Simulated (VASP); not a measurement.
# FeO (P4_2/mmc) in VASP: further runs

The runs below take FeO through single point, with LDA+U.

Everything below comes from runs of VASP 6.6.1. Logs are shortened: lines on timing, memory, paths and dates and some standing lists are left out, and cuts for length are marked.

### Step 1. The cell of the first run

Symmetry: P4_2/mmc, No. 131, tetragonal system. The conventional cell has a = 3.502 Å, b = 3.502 Å, c = 4.360 Å, α = 90.00°, β = 90.00°, γ = 90.00°. Within 2.7 Å of Fe (site symmetry mmm) lie 4 O at 2.06 Å. Within 2.7 Å of O (site symmetry -4m2) lie 4 Fe at 2.06 Å and 2 O at 2.18 Å.

### Step 2. Single point, LDA+U, collinear spin, ferromagnetic start

Input file INCAR:

```
SYSTEM = FeO
PREC = Accurate ; ENCUT = 520
EDIFF = 1E-6 ; ISMEAR = 0
SIGMA = 0.05 ; LREAL = .FALSE.
LASPH = .TRUE. ; NELM = 150
ALGO = Normal ; ISIF = 2
LWAVE = .FALSE. ; LCHARG = .FALSE.
ISPIN = 2 ; MAGMOM = 3.62 3.62 0.17 0.17
LORBIT = 11 ; LMAXMIX = 4
LDAU = .TRUE. ; LDAUTYPE = 2
LDAUL = 2 -1 ; LDAUU = 3 0
LDAUJ = 0 0 ; LDAUPRINT = 1
NBANDS = 26
```

Input file KPOINTS:

```
regular mesh
0
G
  5 5 5
  0 0 0
```

Input file POSCAR:

```
FeO
1.0
    3.5023808100      0.0000000000      0.0000000000
    0.0000000000      3.5023808100      0.0000000000
    0.0000000000      0.0000000000      4.3604723100
Fe O
2 2
Direct
    0.0000000000      0.5000000000      0.0000000000
    0.5000000000      0.0000000000      0.5000000000
    0.0000000000      0.0000000000      0.2500000000
    0.0000000000      0.0000000000      0.7500000000
```

Potentials or basis: VASP PAW LDA potentials, release 64 (Fe, O).

Started as:

```console
$ cat potpaw_LDA.64/Fe/POTCAR potpaw_LDA.64/O/POTCAR > POTCAR
$ mpirun -np 1 vasp_std > vasp.out
```

OUTCAR:

```text
SYSTEM = FeO
   PREC = Accurate
   ENCUT = 520
   EDIFF = 1E-6
   ISMEAR = 0
   LREAL = .FALSE.
   LASPH = .TRUE.
   NELM = 150
   ISIF = 2
   ISPIN = 2
   LORBIT = 11

 ion  position               nearest neighbor table
   1  0.000  0.500  0.000-   3 2.06   4 2.06   3 2.06   4 2.06
   2  0.500  0.000  0.500-   3 2.06   4 2.06   3 2.06   4 2.06
   3  0.000  0.000  0.250-   1 2.06   2 2.06   1 2.06   2 2.06
   4  0.000  0.000  0.750-   1 2.06   2 2.06   1 2.06   2 2.06

  LATTYP: Found a simple tetragonal cell.
 ALAT       =     3.5023808100
 C/A-ratio  =     1.2450023417

  Lattice vectors:

 A1 = (   3.5023808100,   0.0000000000,   0.0000000000)
 A2 = (   0.0000000000,   3.5023808100,   0.0000000000)
 A3 = (   0.0000000000,   0.0000000000,   4.3604723100)

Analysis of symmetry for initial positions (statically):
=====================================================================
 Subroutine PRICEL returns:
 Original cell was already a primitive cell.

 Routine SETGRP: Setting up the symmetry group for a
 simple tetragonal supercell.

 Subroutine GETGRP returns: Found 16 space group operations
 (whereof  8 operations were pure point group operations)
 out of a pool of 16 trial point group operations.

The static configuration has the point symmetry D_2h.
 The point group associated with its full space group is D_4h.

Analysis of symmetry for dynamics (positions and initial velocities):
=====================================================================
 Subroutine PRICEL returns:
 Original cell was already a primitive cell.

 Routine SETGRP: Setting up the symmetry group for a
 simple tetragonal supercell.

 Subroutine GETGRP returns: Found 16 space group operations
 (whereof  8 operations were pure point group operations)
 out of a pool of 16 trial point group operations.

The dynamic configuration has the point symmetry D_2h.
 The point group associated with its full space group is D_4h.

Analysis of structural, dynamic, and magnetic symmetry:
=====================================================================
 Subroutine PRICEL returns:
 Original cell was already a primitive cell.

 Routine SETGRP: Setting up the symmetry group for a
 simple tetragonal supercell.

 Subroutine GETGRP returns: Found 16 space group operations
 (whereof  8 operations were pure point group operations)
[... 205 lines left out ...]
  o =  0.9584  v =  0.0000  0.0000  0.9906  0.0000 -0.1371  0.0000  0.0000  0.0000  0.0000  0.0000      0.0000  0.0000  0.0000  0.0000  0.0000  0.0000  0.0000  0.0000  0.0000  0.0000
  o =  0.9634  v =  1.0000  0.0000  0.0000  0.0000  0.0000  0.0000  0.0000  0.0000  0.0000  0.0000      0.0000  0.0000  0.0000  0.0000  0.0000  0.0000  0.0000  0.0000  0.0000  0.0000
  o =  1.0100  v =  0.0000  0.0000  0.0000  1.0000  0.0000  0.0000  0.0000  0.0000  0.0000  0.0000      0.0000  0.0000  0.0000  0.0000  0.0000  0.0000  0.0000  0.0000  0.0000  0.0000

 number of electron      27.9999995 magnetization       7.5381608

 Free energy of the ion-electron system (eV)
  ---------------------------------------------------
  ext. energy  EPLUGINS =         0.00000000
  ---------------------------------------------------
  free energy    TOTEN  =       -27.21644124 eV

  energy without entropy =      -27.21099033  energy(sigma->0) =      -27.21371578

 E-fermi :   3.3287     XC(G=0): -10.9030

 val. band max:        3.3116843874   @ k =   0.2000   0.2000   0.2000
 cond. band min:       3.3387504923   @ k =   0.4000   0.4000   0.2000
 fundamental gap:      0.0270661049
 Fermi energy:         3.3287012091

 spin component 1

 k-point     1 :       0.0000    0.0000    0.0000
  band No.  band energies     occupation
      1     -16.5771      1.00000
      2     -13.8879      1.00000
      3      -5.3348      1.00000
      4      -3.8308      1.00000
      5      -3.8308      1.00000
      6      -2.1565      1.00000
[... 511 lines left out ...]
     25      17.5922      0.00000
     26      17.7838      0.00000
 Fermi energy:         3.3287012091

 spin component 2

 k-point     1 :       0.0000    0.0000    0.0000
  band No.  band energies     occupation
      1     -16.2175      1.00000
      2     -13.5867      1.00000
      3      -4.1608      1.00000
      4      -1.2688      1.00000
      5      -1.2688      1.00000
      6      -1.2111      1.00000
[... 511 lines left out ...]
     25      18.3731      0.00000
     26      18.7294      0.00000

------------------------ aborting loop because EDIFF is reached ----------------------------------------

  FORCE on cell =-STRESS in cart. coord.  units (eV):
  Direction    XX          YY          ZZ          XY          YZ          ZX
  --------------------------------------------------------------------------------------
  -------------------------------------------------------------------------------------
  Total       -9.6544803     -9.6544803      5.3691336      0.0000000      0.0000000      0.0000000
  in kB     -289.1873022   -289.1873022    160.8253598      0.0000000      0.0000000      0.0000000
  external PRESSURE =    -139.1830815 kB  Pullay stress =       0.0000000 kB

 VOLUME and BASIS-vectors are now :
 -----------------------------------------------------------------------------
  energy-cutoff  :      520.00
  volume of cell :       53.49
      direct lattice vectors                 reciprocal lattice vectors
     3.502380810  0.000000000  0.000000000     0.285520066  0.000000000  0.000000000
     0.000000000  3.502380810  0.000000000     0.000000000  0.285520066  0.000000000
     0.000000000  0.000000000  4.360472310     0.000000000  0.000000000  0.229332955

 POSITION                                       TOTAL-FORCE (eV/Angst)
 -----------------------------------------------------------------------------------
      0.00000      1.75119      0.00000        -0.000000      0.000000      0.000000
      1.75119      0.00000      2.18024        -0.000000      0.000000      0.000000
      0.00000      0.00000      1.09012         0.000000      0.000000      0.000000
      0.00000      0.00000      3.27035        -0.000000     -0.000000     -0.000000
 -----------------------------------------------------------------------------------
    total drift:                               -0.000000      0.000000      0.000000

  FREE ENERGIE OF THE ION-ELECTRON SYSTEM (eV)
  ---------------------------------------------------
  free  energy   TOTEN  =       -27.2164412403 eV

  energy  without entropy=      -27.2109903251  energy(sigma->0) =      -27.21371578

 total charge

# of ion       s       p       d       tot
------------------------------------------
    1        0.337   0.352   6.011   6.700
    2        0.337   0.352   6.011   6.700
    3        1.568   3.371   0.000   4.938
    4        1.568   3.371   0.000   4.938
--------------------------------------------------
tot          3.810   7.445  12.023  23.277

 magnetization (x)

# of ion       s       p       d       tot
------------------------------------------
    1        0.027   0.012   3.585   3.624
    2        0.027   0.012   3.585   3.624
    3        0.017   0.122   0.000   0.138
    4        0.017   0.122   0.000   0.138
--------------------------------------------------
tot          0.088   0.267   7.170   7.525
```

OSZICAR:

```text
N       E                     dE             d eps       ncg     rms          rms(c)
DAV:   1     0.245292627838E+03    0.24529E+03   -0.12648E+04  1872   0.122E+03
DAV:   2    -0.154742029572E+01   -0.24684E+03   -0.21956E+03  1908   0.294E+02
[... 16 lines left out ...]
DAV:  19    -0.272172863764E+02   -0.69379E-03   -0.10932E-02  2554   0.496E-01    0.143E-01
DAV:  20    -0.272165544129E+02    0.73196E-03   -0.85332E-03  2400   0.456E-01    0.123E-01
DAV:  21    -0.272165397284E+02    0.14685E-04   -0.89640E-05  2322   0.105E-01    0.727E-02
DAV:  22    -0.272164391770E+02    0.10055E-03   -0.64664E-04  2440   0.127E-01    0.217E-02
DAV:  23    -0.272164412621E+02   -0.20852E-05   -0.14625E-05  2218   0.311E-02    0.129E-02
DAV:  24    -0.272164412403E+02    0.21868E-07   -0.34607E-06  1264   0.195E-02
   1 F= -.27216441E+02 E0= -.27213716E+02  d E =-.545092E-02  mag=     7.5383
```

It took 30 s on 1 thread of Intel Xeon 6975P-C (Granite Rapids), shared host; peak memory 0.17 GiB.

Results:

```
Free energy                                           : -27.2164 eV
Pressure                                              : -13.9 GPa
Net moment                                            : 7.54 μB per cell
Site moments                                          : Fe +3.62; O +0.14 μB
Valence electrons inside the program's atomic spheres : Fe 6.70; O 4.94
```

Eigenvalues of the final occupation matrices:
```tsv
site	spin	trace	eigenvalues
site 1 d	1	4.81	0.92 0.95 0.96 0.96 1.01
site 1 d	2	1.22	0.05 0.06 0.24 0.38 0.49
site 2 d	1	4.81	0.92 0.95 0.96 0.96 1.01
site 2 d	2	1.22	0.05 0.06 0.24 0.38 0.49
```

Caveat: only a ferromagnetic start was run, and an antiferromagnetic order may lie lower in energy.

### Step 3. Single point, LDA+U, collinear spin, ferromagnetic start

Input file INCAR:

```
SYSTEM = FeO
ALGO = Normal ; EDIFF = 1E-6
ENCUT = 520 ; ISIF = 2
ISMEAR = 0 ; ISPIN = 2
LASPH = .True. ; LCHARG = .False.
LDAU = .True. ; LDAUJ = 0 0
LDAUL = 2 -1 ; LDAUPRINT = 1
LDAUTYPE = 2 ; LDAUU = 3 0
LMAXMIX = 4 ; LORBIT = 11
LREAL = .False. ; LWAVE = .False.
MAGMOM = 3.29 3.29 0.15 0.15 ; NBANDS = 26
NELM = 150 ; PREC = Accurate
SIGMA = 0.05
```

Input file KPOINTS:

```
k-points
0
Gamma
  5 5 5
  0 0 0
```

POSCAR is that of step 2.

Potentials or basis: VASP PAW LDA potentials, release 64 (Fe, O).

Started as:

```console
$ cat potpaw_LDA.64/Fe/POTCAR potpaw_LDA.64/O/POTCAR > POTCAR
$ mpirun -np 1 vasp_std > vasp.out
```

Run time: 26 s. Hardware: 1 thread of Intel Xeon 6975P-C (Granite Rapids), shared host; peak memory 0.17 GiB.

Results (log left out):

```
Free energy                                           : -27.2164 eV
Pressure                                              : -13.9 GPa
Net moment                                            : 7.54 μB per cell
Site moments                                          : Fe +3.62; O +0.14 μB
Valence electrons inside the program's atomic spheres : Fe 6.70; O 4.94
```

Stress tensor (GPa, compression positive):
```
-28.93   0.00   0.00
  0.00 -28.93   0.00
  0.00   0.00  16.08
```

Levels at points of the mesh, in eV from the Fermi level:
Spin up:
```tsv
k point	band 15	band 16	band 17	band 18	band 19	band 20	band 21	band 22
(0.00, 0.00, 0.00)	-2.81	-0.51	-0.44	-0.44	0.05	4.89	6.97	8.01
```
Spin down:
```csv
k point,band 7,band 8,band 9,band 10,band 11,band 12,band 13,band 14
"(0.00, 0.00, 0.00)",-4.54,-3.29,-0.93,0.14,0.14,0.29,0.79,0.86
```

Eigenvalues of the final occupation matrices:
| site | spin | trace | eigenvalues |
| --- | --- | --- | --- |
| site 1 d | 1 | 4.81 | 0.92 0.95 0.96 0.96 1.01 |
| site 1 d | 2 | 1.22 | 0.05 0.06 0.24 0.38 0.49 |
| site 2 d | 1 | 4.81 | 0.92 0.95 0.96 0.96 1.01 |
| site 2 d | 2 | 1.22 | 0.05 0.06 0.24 0.38 0.49 |

Caveat: only a ferromagnetic start was run, and an antiferromagnetic order may lie lower in energy. The state reached can hang on the start; a lower one may exist.

### Step 4. Single point, LDA+U, collinear spin, ferromagnetic start

Input file INCAR:

```
SYSTEM = FeO
PREC = Accurate
ENCUT = 520
EDIFF = 1E-6
ISMEAR = 0
SIGMA = 0.05
LREAL = .FALSE.
LASPH = .TRUE.
NELM = 150
ALGO = Normal
ISIF = 2
LWAVE = .FALSE.
LCHARG = .FALSE.
ISPIN = 2
MAGMOM = 4 4 0 0
LORBIT = 11
LMAXMIX = 4
LDAU = .TRUE.
LDAUTYPE = 2
LDAUL = 2 -1
LDAUU = 3 0
LDAUJ = 0 0
LDAUPRINT = 1
NBANDS = 26
```

Input file KPOINTS:

```
Automatic mesh
0
G
  5 5 5
  0 0 0
```

POSCAR is that of step 3.

Started as:

```console
$ cat potpaw_LDA.64/Fe/POTCAR potpaw_LDA.64/O/POTCAR > POTCAR
$ mpirun -np 1 vasp_std > vasp.out
```

It took 36 s on 1 thread of Intel Xeon 6975P-C (Granite Rapids), shared host; peak memory 0.17 GiB.

The run converged. Its results:

```
Free energy                                           : -27.3705 eV
Pressure                                              : -10.6 GPa
Net moment                                            : 7.63 μB per cell
Site moments                                          : Fe +3.60; O +0.15 μB
Valence electrons inside the program's atomic spheres : Fe 6.72; O 4.95
```

Stress tensor (GPa, compression positive):
```
-27.23   0.00   0.00
  0.00 -27.23   0.00
  0.00   0.00  22.55
```

Levels at points of the mesh, in eV from the Fermi level:
Spin up:
```csv
k point,band 14,band 15,band 16,band 17,band 18,band 19,band 20,band 21,band 22,band 23
"(0.00, 0.00, 0.00)",-4.70,-2.97,-0.61,-0.60,-0.60,-0.07,4.61,6.83,7.86,9.83
```
Spin down:
```csv
k point,band 7,band 8,band 9,band 10,band 11,band 12,band 13,band 14
"(0.00, 0.00, 0.00)",-4.66,-3.59,-2.04,-0.16,0.21,0.80,0.99,0.99
```

Eigenvalues of the final occupation matrices:
```
    site  spin  trace               eigenvalues
site 1 d     1   4.81  0.92 0.95 0.96 0.96 1.01
site 1 d     2   1.24  0.04 0.09 0.10 0.24 0.78
site 2 d     1   4.81  0.92 0.95 0.96 0.96 1.01
site 2 d     2   1.24  0.04 0.09 0.10 0.24 0.78
```

Caveat: only a ferromagnetic start was run, and an antiferromagnetic order may lie lower in energy.
